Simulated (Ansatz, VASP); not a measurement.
## One calculation of Na, two programs

File INCAR:

```
ALGO = Normal ; EDIFF = 1E-6
ENCUT = 520 ; GGA = CA
ISIF = 2 ; ISMEAR = -1
LASPH = True ; LCHARG = False
LREAL = False ; LWAVE = False
NBANDS = 10 ; NELM = 60
PREC = Accurate ; SIGMA = 0.1
```

File KPOINTS:

```
k-points
0
Gamma
  11 11 11
```

Contents of POSCAR:

```
Na
1.0
    3.4265236144      0.0000000000      0.0000000000
    0.0000000000      3.4265236144      0.0000000000
    0.0000000000      0.0000000000      3.4265236144
Na
1
Direct
    0.0000000000      0.0000000000      0.0000000000
```

Input for Ansatz:

```yaml
crystal:
  lattice:
    - [3.4265236144, 0.0, 0.0]
    - [0.0, 3.4265236144, 0.0]
    - [0.0, 0.0, 3.4265236144]
  atoms:
    - { symbol: Na, position: [0.0, 0.0, 0.0] }
hamiltonian:
  xc: lda
  pseudopotentials:
    kind: paw
    azcp:
      Na: "pseudopotentials/Na.paw.azcp"
basis:
  ecutwfc: 420
  fft_grid_basis: typed
kpoints:
  mp_grid: { grid: [11, 11, 11], shift: [0, 0, 0] }
magnetization:
  spin_polarized: false
scf:
  occupations: { method: fermi_dirac, width: 0.1 }
  lower_state_search: "off"
output:
  stress: true
```

Alike in both runs: task single point; functional LDA; k mesh 11 × 11 × 11; occupations fermi-dirac, width 0.1 eV; no spin polarisation.

```csv
,VASP,Ansatz
version,VASP 6.6.1,Ansatz 0.2.0
potentials or method,"VASP PAW LDA potentials, release 64 (Na_pv), cutoff 520 eV","plane waves (420 eV) with PAW, scalar-relativistic"
valence electrons in the cell,7,9
```

|  | VASP | Ansatz | Ansatz less VASP |
| --- | --- | --- | --- |
| pressure (GPa) | -0.7 | -0.7 | +0.03 |

Ansatz warns that its potentials were made for another functional, while VASP's fit it. LDA's correlation is that of Perdew and Zunger in VASP and of Perdew and Wang (1992) in Ansatz. VASP's potentials hold 7 valence electrons a cell and Ansatz's 9, so a difference there can come from the potentials and not from the codes.
